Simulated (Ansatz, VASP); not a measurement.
**Two plane-wave programs on PbS**

The input INCAR:

```
  PREC = Accurate
  ENCUT = 520
  EDIFF = 1E-6
  ISMEAR = 0
  SIGMA = 0.15
  LREAL = False
  LASPH = True
  NELM = 100
  ALGO = Normal
  ISIF = 2
  LWAVE = False
  LCHARG = False
  GGA = PS
  NBANDS = 17
```

Contents of KPOINTS:

```
Automatic mesh
0
Gamma
  14 14 14
```

POSCAR

```
PbS
1.0
    3.6536590000      0.0000000000      0.0000000000
    0.0000000000      3.6536590000      0.0000000000
    0.0000000000      0.0000000000      3.4709760500
Pb S
1 1
Direct
    0.0000000000      0.0000000000      0.0000000000
    0.5000000000      0.5000000000      0.5000000000
```

Input for Ansatz:

```yaml
crystal:
  lattice:
    - [3.653659, 0.0, 0.0]
    - [0.0, 3.653659, 0.0]
    - [0.0, 0.0, 3.47097605]
  atoms:
    - { symbol: Pb, position: [0.0, 0.0, 0.0] }
    - { symbol: S, position: [0.5, 0.5, 0.5] }
basis:
  ecutwfc: 420
kpoints:
  mp_grid: { grid: [14, 14, 14] }
hamiltonian:
  xc: pbesol
scf:
  occupations: { method: gaussian, width: 0.15 }
output:
  forces: true
  stress: true
  eigenvalues: true
```

Change from the starting cell: strain -0.0500 x Voigt [0, 0, 1, 0, 0, 0], atoms carried along.

Alike in both runs: task single point; functional PBEsol; k mesh 14 × 14 × 14; occupations gaussian, width 0.15 eV; no spin polarisation.

|  | VASP | Ansatz |
| --- | --- | --- |
| version | VASP 6.6.1 | Ansatz 0.2.0 |
| potentials or method | VASP PAW PBE potentials, release 64 (Pb_d, S), cutoff 520 eV | scalar-relativistic, plane waves, PAW |
| valence electrons in the cell | 20 | 20 |

VASP gave:

```
gap on the k mesh at the Fermi level (eV)                     : none
pressure (GPa)                                                : -0.6
traceless stress, the component that is largest in VASP (GPa) : 3.09
```

**Question.** What did Ansatz give for the same quantities?

**Answer.** gap on the k mesh at the Fermi level (eV): none; pressure (GPa): -0.6; traceless stress, the component that is largest in VASP (GPa): 3.10.

VASP's potentials were made for PBE, not for PBEsol. A gap of «none» marks a metal or a gap that the smearing closes.

Spin-orbit coupling is off throughout.
